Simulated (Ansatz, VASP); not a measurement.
Ir in VASP and in Ansatz

File INCAR:

```
PREC = Accurate ; ENCUT = 520
EDIFF = 1E-6 ; ISMEAR = 0
SIGMA = 0.025 ; LREAL = False
LASPH = True ; NELM = 100
ALGO = Normal ; ISIF = 2
LWAVE = False ; LCHARG = False
GGA = PE ; NBANDS = 10
```

Contents of KPOINTS:

```
Automatic mesh
0
Gamma
  12 12 12
```

Contents of POSCAR:

```
Ir
1.0
    0.0000000000      1.9156000000      1.9156000000
    1.9156000000      0.0000000000      1.9156000000
    1.9156000000      1.9156000000      0.0000000000
Ir
1
Direct
    0.0000000000      0.0000000000      0.0000000000
```

input.yaml

```yaml
crystal:
  lattice:
    - [0.0, 1.9156, 1.9156]
    - [1.9156, 0.0, 1.9156]
    - [1.9156, 1.9156, 0.0]
  atoms:
    - { symbol: Ir, position: [0.0, 0.0, 0.0] }
kpoints:
  mp_grid: { grid: [12, 12, 12] }
scf:
  occupations: { method: gaussian, width: 0.025 }
hamiltonian:
  xc: pbe
  pseudopotentials: { kind: all_electron, lapw: { basis_error: 0.001 } }
output:
  forces: true
  stress: true
  eigenvalues: true
```

Alike in both runs: task single point; functional PBE; k mesh 12 × 12 × 12; occupations gaussian, width 0.025 eV; no spin polarisation.

|  | VASP | Ansatz |
| --- | --- | --- |
| version | VASP 6.6.1 | Ansatz 0.2.0 |
| potentials or method | VASP PAW PBE potentials, release 64 (Ir), cutoff 520 eV | all-electron LAPW, scalar-relativistic |

VASP gave:

* gap on the k mesh at the Fermi level (eV): none
* pressure (GPa): 11.8

**Question.** What did Ansatz give for the same quantities?

**Answer.** gap on the k mesh at the Fermi level (eV): none; pressure (GPa): 11.0.

A gap of «none» marks a metal or a gap that the smearing closes. Ansatz ran all-electron here, and VASP with PAW potentials.

Spin-orbit coupling is off throughout.
